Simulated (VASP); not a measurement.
A run of VASP 6.6.1:

Contents of INCAR:

```
SYSTEM = Al
PREC = Accurate
ENCUT = 520
EDIFF = 1E-7
ISMEAR = -1
SIGMA = 0.05
LREAL = .False.
LASPH = .True.
NELM = 100
ALGO = Normal
ISIF = 2
LWAVE = .False.
LCHARG = .False.
NBANDS = 8
```

Contents of KPOINTS:

```
Automatic mesh
0
Gamma
  12 12 12
  0 0 0
```

The input POSCAR:

```
Al
1.0
   -1.5912186900      1.5912186900      1.5912186900
    1.5912186900     -1.5912186900      1.5912186900
    1.5912186900      1.5912186900     -1.5912186900
Al
1
Direct
    0.0000000000      0.0000000000      0.0000000000
```

Potentials or basis: VASP PAW LDA potentials, release 64 (Al).

Run with:

```bash
$ cat potpaw_LDA.64/Al/POTCAR > POTCAR
$ mpirun -np 1 vasp_std > vasp.out
```

Hardware: 1 thread of AMD EPYC 7R13 (shared host).

Task: How long does it take, and how much memory?

Result: It took 4.6 s on 1 thread of AMD EPYC 7R13, with other jobs on the host, peak memory 0.11 GiB. Counts: scf iterations 9, k points 72.
